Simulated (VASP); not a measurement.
A run of VASP 6.6.1:

Contents of INCAR:

```
SYSTEM = Fe
PREC = Accurate
ENCUT = 520
EDIFF = 1E-6
ISMEAR = -1
SIGMA = 0.1
LREAL = .FALSE.
LASPH = .TRUE.
NELM = 150
ALGO = Normal
ISIF = 2
LWAVE = .FALSE.
LCHARG = .FALSE.
ISPIN = 2
MAGMOM = 0.4
LORBIT = 11
LMAXMIX = 4
GGA = PE
NBANDS = 14
```

Contents of KPOINTS:

```
Automatic mesh
0
G
  12 12 12
  0 0 0
```

POSCAR

```
Fe
1.0
    0.0000000000      1.7845000000      1.7845000000
    1.7845000000      0.0000000000      1.7845000000
    1.7845000000      1.7845000000      0.0000000000
Fe
1
Direct
    0.0000000000      0.0000000000      0.0000000000
```

Potentials or basis: VASP PAW PBE potentials, release 64 (Fe).

Run with:

```sh
$ cat potpaw_PBE.64/Fe/POTCAR > POTCAR
$ mpirun -np 1 vasp_std > vasp.out
```

Hardware: 1 thread of Intel(R) Xeon(R) Platinum 8259CL CPU @ 2.50GHz (Skylake/Cascade Lake) (shared host).

Problem. How long does it take, and how much memory?

Solution. It took 38 s on 1 thread of Intel(R) Xeon(R) Platinum 8259CL CPU @ 2.50GHz (Skylake/Cascade Lake), on a shared host, peak memory 0.14 GiB. Counts: scf iterations 18, k points 72.
